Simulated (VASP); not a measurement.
Set up this calculation in VASP 6.6.1, as the native input.

```yaml
Task: single point
Functional: LDA
Potentials_or_basis: VASP PAW LDA potentials, release 64 (Zn, Se)
Cutoff: 520 eV
k_mesh: 8 × 8 × 6
Occupations: gaussian, width 0.05 eV
Spin: no spin polarisation
Dipole_correction: no
Further_INCAR_settings: ALGO = Normal; EDIFF = 1e-06; NBANDS = 26
```

The structure of ZnSe lies in POSCAR:

```
ZnSe
1.0
    3.9198109590      0.0000000000      0.0000000000
    0.0000000000      3.9198109590      0.0000000000
    0.0000000000      0.0000000000      5.1733436024
Zn Se
2 2
Direct
    0.0000000000      0.0000000000      0.0000000000
    0.5000000000      0.5000000000      0.0000000000
    0.0000000000      0.5000000000      0.2231634165
    0.5000000000      0.0000000000      0.7768365835
```

This cell differs from its parent crystal: atoms shifted along a free coordinate.

These files were run (other wordings do the same):

INCAR

```
PREC = Accurate
ENCUT = 520
EDIFF = 1E-6
ISMEAR = 0
SIGMA = 0.05
LREAL = F
LASPH = T
NELM = 80
ALGO = Normal
ISIF = 2
LWAVE = F
LCHARG = F
NBANDS = 26
```

KPOINTS

```
regular mesh
0
Gamma
  8 8 6
```

Potentials or basis: VASP PAW LDA potentials, release 64 (Zn, Se).

Run with:

```sh
$ cat potpaw_LDA.64/Zn/POTCAR potpaw_LDA.64/Se/POTCAR > POTCAR
$ mpirun -np 1 vasp_std > vasp.out
```

Results of the run:

* Pressure: 22.7 GPa
* Largest force: 4.475 eV/Å
* Band gap on the k mesh: 0.83 eV

Caveat: the cell differs from its parent crystal (atoms shifted along a free coordinate); the cell stands under pressure; forces of over 1 eV/Å act on the atoms, so gaps and moduli don't describe the material at rest.

Run time: 46 s on 1 thread of AMD EPYC 9R45 96-Core Processor (Zen 5), with other jobs on the host, peak memory 0.2 GiB.
